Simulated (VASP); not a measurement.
Input of a VASP 6.6.1 run:

The input INCAR:

```
SYSTEM = AlN
ALGO     = Normal         ! electronic algorithm
EDIFF    = 1E-6           ! SCF threshold, eV
ENCUT    = 600            ! plane-wave cutoff, eV
GGA      = PE             ! functional
GGA_COMPAT= .False.      
ISIF     = 2              ! what is computed and relaxed
ISMEAR   = 0              ! smearing method
LASPH    = .True.         ! aspherical terms in the spheres
LCHARG   = .False.        ! write CHGCAR
LREAL    = .False.        ! projectors in reciprocal space
LWAVE    = .False.        ! write WAVECAR
NBANDS   = 11             ! bands
NELM     = 120            ! most SCF steps
PREC     = Accurate       ! precision mode
SIGMA    = 0.02           ! smearing width, eV
```

Contents of KPOINTS:

```
k-points
0
Gamma
  10 10 10
  0 0 0
```

Contents of POSCAR:

```
AlN
1.0
    0.0000000000      2.2015893590      2.2015893590
    2.2015893590      0.0000000000      2.2015893590
    2.2015893590      2.2015893590      0.0000000000
Al N
1 1
Direct
    0.0000000000      0.0000000000      0.0000000000
    0.2500000000      0.2500000000      0.2500000000
```

Potentials or basis: VASP PAW PBE potentials, release 64 (Al, N).

Run with:

```sh
$ cat potpaw_PBE.64/Al/POTCAR potpaw_PBE.64/N/POTCAR > POTCAR
$ mpirun -np 1 vasp_std > vasp.out
```

Task: Estimate the band gap on the k mesh.

Result: 3.31 eV, indirect (least direct gap 3.98 eV).

Task: Estimate the pressure.

Result: -0.4 GPa.

A k mesh can miss the band edges.
